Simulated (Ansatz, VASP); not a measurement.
## One calculation of BaZnSbF, two programs

```
Ba Zn Sb F
1.0
     4.35827    0.00000    0.00000
     0.00000    4.35827    0.00000
     0.00000    0.00000    9.39872
Ba Zn Sb F
2 2 2 2
Direct
  0.00000 0.50000 0.34979
  0.50000 0.00000 0.65021
  0.50000 0.50000 0.00000
  0.00000 0.00000 0.00000
  0.50000 0.00000 0.16915
  0.00000 0.50000 0.83085
  0.50000 0.50000 0.50000
  0.00000 0.00000 0.50000
```

Alike in both runs: functional LDA; k mesh 7 × 7 × 4; occupations fermi-dirac, width 0.1 eV; no spin polarisation.

Ansatz relaxed the structure, and its values are those at the end. VASP's run is a single point on that final structure, the one shown.

```csv
,VASP,Ansatz
version,VASP 6.6.1,Ansatz 0.2.0
potentials or method,"VASP PAW LDA potentials, release 64 (Ba_sv, Zn, Sb, F), cutoff 520 eV",PAW plane waves
valence electrons in the cell,68,88
```

Ansatz gave:

| Property | Result |
| --- | --- |
| gap on the k mesh at the Fermi level (eV) | none |
| pressure (GPa) | 0.0 |
| rms of the force components (eV/Å) | 0.000 |

Question: Estimate VASP's values.

Answer: gap on the k mesh at the Fermi level (eV): none; pressure (GPa): 1.0; rms of the force components (eV/Å): 0.044.

Ansatz warns that its potentials were made for another functional, while VASP's fit it. LDA's correlation is that of Perdew and Zunger in VASP and of Perdew and Wang (1992) in Ansatz. A gap of «none» marks a metal or a gap that the smearing closes. VASP's potentials hold 68 valence electrons a cell and Ansatz's 88, so a difference there can come from the potentials and not from the codes.

Neither program's run includes spin-orbit coupling.
